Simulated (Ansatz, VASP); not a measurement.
**ZrO2: VASP beside Ansatz**

```
Zr O
1.0
     0.00000    2.55791    2.55791
     2.55791    0.00000    2.55791
     2.55791    2.55791    0.00000
Zr O
1 2
Cartesian
  0.0000 0.0000 0.0000
  1.2790 1.2790 1.2790
  3.8369 3.8369 3.8369
```

Alike in both runs: functional PBE; k mesh 8 × 8 × 8; occupations gaussian, width 0.02 eV; no spin polarisation.

Ansatz relaxed the structure, and its values are those at the end. VASP's run is a single point on that final structure, the one shown.

```csv
,VASP,Ansatz
version,VASP 6.6.1,Ansatz 0.2.0
potentials or method,"VASP PAW PBE potentials, release 64 (Zr_sv, O), cutoff 600 eV","scalar-relativistic, plane waves, PAW"
valence electrons in the cell,24,24
```

|  | VASP | Ansatz | Ansatz less VASP |
| --- | --- | --- | --- |
| gap on the k mesh at the Fermi level (eV) | 3.31 | 3.32 | +0.005 |
| least direct gap on the mesh (eV) | 3.74 | 3.75 | +0.004 |
| pressure (GPa) | 0.1 | 0.0 | -0.07 |
